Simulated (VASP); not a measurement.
GaN:

```
Ga N
1.0
     0.00000    2.25350    2.25350
     2.25350    0.00000    2.25350
     2.25350    2.25350    0.00000
Ga N
1 1
Direct
  0.00000 0.00000 0.00000
  0.25000 0.25000 0.25000
```

* Program: VASP 6.6.1
* Task: relaxation of cell and atoms
* Functional: BLYP
* Potentials or basis: VASP PAW PBE potentials, release 64 (Ga_d, N)
* Cutoff: 600 eV
* k mesh: 10 × 10 × 10
* Occupations: fermi-dirac, width 0.05 eV
* Spin: no spin polarisation

At the start: pressure 11.8 GPa; volume 11.44 Å³/atom.

How do energy, volume and symmetry change on relaxing?

Over 4 steps the energy falls by 27.1 meV/atom and the volume is 12.21 Å³/atom (+6.7 %); space group F-43m (No. 216, to 0.05 Å).

The path:
| step | energy change (eV) | largest force (eV/Å) | pressure (GPa) | volume (Å³) |
| --- | --- | --- | --- | --- |
| 1 | 0.0000 | 0.0000 | 11.83 | 22.89 |
| 2 | -0.0214 | 0.0000 | -7.50 | 25.80 |
| 3 | -0.0542 | 0.0000 | -0.16 | 24.46 |
| 4 | -0.0542 | 0.0000 | 0.12 | 24.43 |

Final structure:
```cif
data_structure
_symmetry_space_group_name_H-M 'P 1'
_symmetry_Int_Tables_number 1
_cell_length_a 3.2569
_cell_length_b 3.2569
_cell_length_c 3.2569
_cell_angle_alpha 60.000
_cell_angle_beta 60.000
_cell_angle_gamma 60.000
_cell_volume 24.43
loop_
_atom_site_label
_atom_site_type_symbol
_atom_site_fract_x
_atom_site_fract_y
_atom_site_fract_z
_atom_site_occupancy
Ga1 Ga 0.00000 0.00000 0.00000 1
N1 N 0.25000 0.25000 0.25000 1
```

Caveat: the PAW data sets were made with another functional, which shifts forces and pressure a little.
